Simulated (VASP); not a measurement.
A run of VASP 6.6.1 is set up as follows.

INCAR

```
  PREC = Accurate
  ENCUT = 520
  EDIFF = 1E-7
  ISMEAR = 0
  SIGMA = 0.02
  LREAL = F
  LASPH = T
  NELM = 80
  ALGO = Normal
  ISIF = 2
  LWAVE = F
  LCHARG = F
  GGA = CA
  NBANDS = 58
```

File KPOINTS:

```
Automatic mesh
0
Gamma
  12 12 1
```

The input POSCAR:

```
Hf3SnS8
1.0
    3.6639683008      0.0000000000      0.0000000000
   -1.8319841504      3.1730896272      0.0000000000
    0.0000000000      0.0000000000     27.7541483362
Hf Sn S
3 1 8
Direct
    0.3333333333      0.6666666667      0.3117525035
    0.3333333333      0.6666666667      0.8138778822
    0.6666666667      0.3333333333      0.0628005990
    0.6666666667      0.3333333333      0.5615757754
    0.6666666667      0.3333333333      0.3636681203
    0.6666666667      0.3333333333      0.8657925140
    0.3333333333      0.6666666667      0.1147151731
    0.3333333333      0.6666666667      0.6152973566
    0.0000000000      0.0000000000      0.0108808608
    0.0000000000      0.0000000000      0.5078537579
    0.0000000000      0.0000000000      0.2598327612
    0.0000000000      0.0000000000      0.7619566560
```

Potentials or basis: VASP PAW LDA potentials, release 64 (Hf_pv, Sn_d, S).

The run is started by

```console
$ cat potpaw_LDA.64/Hf_pv/POTCAR potpaw_LDA.64/Sn_d/POTCAR potpaw_LDA.64/S/POTCAR > POTCAR
$ mpirun -np 1 vasp_std > vasp.out
```

**Question.** Estimate the pressure.

**Answer.** -4.6 GPa.

**Question.** What does it give for the largest force?

**Answer.** 0.559 eV/Å.

**Question.** Estimate the band gap on the k mesh.

**Answer.** 1.05 eV, indirect (least direct gap 1.65 eV).

Stress tensor (GPa, compression positive):
```
-5.06  0.00  0.00
 0.00 -5.06  0.00
 0.00  0.00 -3.75
```

Caveat: spin-orbit coupling is left out, which moves the levels of the heavy elements. A k mesh can miss the band edges.
